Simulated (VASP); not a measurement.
Set up this calculation in VASP 6.6.1, as the native input.

- Task: single point
- Functional: r2SCAN
- Potentials or basis: VASP PAW PBE potentials, release 64 (Ti_sv)
- Cutoff: 520 eV
- k mesh: 18 × 18 × 12
- Occupations: gaussian, width 0.1 eV
- Spin: no spin polarisation
- Dipole correction: no
- Further INCAR settings: ALGO = Normal; EDIFF = 1e-06; NBANDS = 19

Crystal: Ti.

```
Ti
1.0
     1.97295    1.97295    0.00000
    -1.97295    1.97295    0.00000
     0.00000    0.00000    4.20895
Ti
2
Direct
  0.00000 0.00000 0.00000
  0.50000 0.50000 0.50000
```

This cell differs from its parent crystal: biaxial strain in the a-b plane: -4.0 %.

The input as run:

POSCAR

```
Ti
1.0
    1.9729455508      1.9729455508      0.0000000000
   -1.9729455508      1.9729455508      0.0000000000
    0.0000000000      0.0000000000      4.2089505083
Ti
2
Direct
    0.0000000000      0.0000000000      0.0000000000
    0.5000000000      0.5000000000      0.5000000000
```

INCAR.step1

```
PREC = Accurate
ENCUT = 520
ISMEAR = 0
SIGMA = 0.1
LREAL = F
LASPH = T
NELM = 100
NBANDS = 19
GGA = PE
ALGO = Normal
EDIFF = 1E-4
LWAVE = T
LCHARG = F
```

INCAR.step2

```
PREC = Accurate
ENCUT = 520
EDIFF = 1E-6
ISMEAR = 0
SIGMA = 0.1
LREAL = F
LASPH = T
NELM = 100
ALGO = Normal
ISIF = 2
LWAVE = F
LCHARG = F
METAGGA = R2SCAN
LMIXTAU = T
NBANDS = 19
ISTART = 1
```

KPOINTS

```
Automatic mesh
0
Gamma
  18 18 12
```

Potentials or basis: VASP PAW PBE potentials, release 64 (Ti_sv).

Command:

```sh
$ cat potpaw_PBE.64/Ti_sv/POTCAR > POTCAR
$ cp INCAR.step1 INCAR
$ mpirun -np 1 vasp_std > vasp.out
$ cp INCAR.step2 INCAR
$ mpirun -np 1 vasp_std > vasp.out
```

It gave:

```json
{"Pressure": "7.4 GPa", "Band gap on the k mesh": "zero (band 12 reaches 9.74 eV, above the bottom of band 13 at 8.26 eV)"}
```

Caveat: the cell differs from its parent crystal (biaxial strain in the a-b plane: -4.0 %); the PAW data sets were made with another functional, which shifts forces and pressure a little.

It took 7.2 min on 1 thread of Intel Xeon 6975P-C (shared host), peak memory 0.31 GiB.
